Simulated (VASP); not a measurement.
Input of a VASP 6.6.1 run:

Contents of INCAR:

```
SYSTEM = InSe
ALGO = Normal
EDIFF = 1E-6
ENCUT = 520
GGA = PE
ISIF = 2
ISMEAR = 0
LASPH = .TRUE.
LCHARG = .TRUE.
LELF = .TRUE.
LREAL = .FALSE.
LVHAR = .TRUE.
LWAVE = .FALSE.
NBANDS = 27
NELM = 60
PREC = Accurate
SIGMA = 0.01
```

Contents of KPOINTS:

```
k-points
0
G
  6 6 6
  0 0 0
```

POSCAR

```
InSe
1.0
    2.0105578955      1.1607961422      8.4106660257
   -2.0105578955      1.1607961422      8.4106660257
    0.0000000000     -2.3215922844      8.4106660257
In Se
2 2
Direct
    0.0004771581      0.0004771581      0.0004771581
    0.1108703954      0.1108703954      0.1108703954
    0.6169580855      0.6169580855      0.6169580855
    0.8276943611      0.8276943611      0.8276943611
```

Potentials or basis: VASP PAW PBE potentials, release 64 (In_d, Se).

Launch:

```console
$ cat potpaw_PBE.64/In_d/POTCAR potpaw_PBE.64/Se/POTCAR > POTCAR
$ mpirun -np 1 vasp_std > vasp.out
```

Predict the largest force.

0.209 eV/Å.

Estimate the band gap on the k mesh.

0.39 eV.

Estimate the pressure.

2.5 GPa.

Stress tensor (GPa, compression positive):
```
2.54 0.00 0.00
0.00 2.54 0.00
0.00 0.00 2.39
```

Caveat: spin-orbit coupling is left out, which moves the levels of the heavy elements. A k mesh can miss the band edges.
